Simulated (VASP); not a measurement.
The system is GaN.

```xyz
2
Lattice="0.0000 2.2535 2.2535 2.2535 0.0000 2.2535 2.2535 2.2535 0.0000" Properties=species:S:1:pos:R:3 pbc="T T T"
Ga    0.0000    0.0000    0.0000
N     1.1268    1.1268    1.1268
```

| Quantity | Value |
| --- | --- |
| Program | VASP 6.6.1 |
| Task | relaxation of cell and atoms |
| Functional | PBEsol-based global hybrid with 25 % exact exchange |
| Potentials or basis | VASP PAW PBE potentials, release 64 (Ga_d, N) |
| Cutoff | 600 eV |
| k mesh | 5 × 5 × 5 |
| Occupations | fermi-dirac, width 0.05 eV |
| Spin | no spin polarisation |

At the start: pressure -6.0 GPa; volume 11.44 Å³/atom.

Q: Where does the relaxation end?

A: Over 3 steps the energy falls by 6.7 meV/atom and the volume is 11.10 Å³/atom (-3.0 %); space group F-43m (No. 216, to 0.1 Å) before and after.

Step by step:
```
step  energy change (eV)  largest force (eV/Å)  pressure (GPa)  volume (Å³)
   1              0.0000                0.0000           -5.99        22.89
   2              0.0021                0.0000            7.34        21.50
   3             -0.0133                0.0000           -0.14        22.20
```

Final structure:
```
Ga N
1.0
     0.00000    2.23069    2.23069
     2.23069    0.00000    2.23069
     2.23069    2.23069    0.00000
Ga N
1 1
Direct
  0.00000 0.00000 0.00000
  0.25000 0.25000 0.25000
```

Caveat: the k points lie up to 0.49 Å⁻¹ apart in the final cell; the PAW data sets were made with another functional, which shifts forces and pressure a little.
